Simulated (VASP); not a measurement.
A run of VASP 6.6.1:

Contents of INCAR:

```
SYSTEM = Al
PREC = Accurate
ENCUT = 500
EDIFF = 1E-6
ISMEAR = 1
SIGMA = 0.1
LREAL = .FALSE.
LASPH = .TRUE.
NELM = 120
ALGO = Normal
ISIF = 2
LWAVE = .FALSE.
LCHARG = .FALSE.
NBANDS = 8
GGA_COMPAT = .FALSE.
```

The input KPOINTS:

```
Automatic mesh
0
G
  9 9 9
  0 0 0
```

The input POSCAR:

```
Al
1.0
    0.0000000000      2.0171513172      2.0171513172
    2.0171513172      0.0000000000      2.0171513172
    2.0171513172      2.0171513172      0.0000000000
Al
1
Direct
    0.0000000000      0.0000000000      0.0000000000
```

Potentials or basis: VASP PAW LDA potentials, release 64 (Al).

Command:

```console
$ cat potpaw_LDA.64/Al/POTCAR > POTCAR
$ mpirun -np 1 vasp_std > vasp.out
```

Hardware: 1 thread of Intel Xeon 6975P-C, with other jobs on the host.

Q: Estimate the wall time of this run.

A: It took 2.9 s on 1 thread of Intel Xeon 6975P-C (shared host), peak memory 0.12 GiB. Counts: scf iterations 9, k points 35.
